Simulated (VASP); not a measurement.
Zn5S6, 11 atoms in the cell. The cell holds a slab with vacuum, 11 atoms: a = 3.788 Å, b = 3.788 Å, c = 28.391 Å, α = 90.00°, β = 90.00°, γ = 90.00°. 

```yaml
Program: VASP 6.6.1
Task: single point
Functional: PBEsol
Potentials_or_basis: VASP PAW PBE potentials, release 64 (S, Zn)
Cutoff: 520 eV
k_mesh: 7 × 7 × 1
Occupations: gaussian, width 0.05 eV
Spin: no spin polarisation
Dipole_correction: yes
Further_INCAR_settings: ALGO = Normal; EDIFF = 1e-06; NBANDS = 59
```

Potentials or basis: VASP PAW PBE potentials, release 64 (S, Zn).

Command:

```console
$ cat potpaw_PBE.64/S/POTCAR potpaw_PBE.64/Zn/POTCAR > POTCAR
$ mpirun -np 1 vasp_std > vasp.out
```

Hardware: 1 thread of Intel Xeon 8259CL, with other jobs on the host.

Question: How long does it take, and how much memory?

Answer: Run time: 12 min on 1 thread of Intel Xeon 8259CL (shared host), peak memory 0.53 GiB. Counts: scf iterations 25, k points 10.
